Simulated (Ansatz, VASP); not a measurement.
**Two plane-wave programs on Al2Cu**

```
Al Cu
1.0
     0.00000    2.04044    5.68843
     1.89614    0.00000    5.68843
     1.89614    2.04044    0.00000
Al Cu
2 1
Direct
  0.66667 0.66667 0.33333
  0.33333 0.33333 0.66667
  0.00000 0.00000 0.00000
```

Alike in both runs: task relaxation of cell and atoms; functional PBE; k mesh 6 × 6 × 6; occupations gaussian, width 0.1 eV; no spin polarisation.

|  | VASP | Ansatz |
| --- | --- | --- |
| version | VASP 6.6.1 | Ansatz 0.2.0 |
| potentials or method | VASP PAW PBE potentials, release 64 (Al, Cu), cutoff 600 eV | scalar-relativistic, plane waves, PAW |
| valence electrons in the cell | 17 | 25 |

```tsv
	VASP	Ansatz	Ansatz less VASP
gap on the k mesh at the Fermi level, each at its own relaxed structure (eV)	none	none	-
relaxed volume (Å³/atom)	14.68	14.63	-0.051
relaxed cell length with the largest relative difference (Å)	6.054	6.042	-0.0121
```

A gap of «none» marks a metal or a gap that the smearing closes. VASP's potentials hold 17 valence electrons a cell and Ansatz's 25, so a difference there can come from the potentials and not from the codes.

The k mesh is coarse, so the values compare programs but aren't converged.
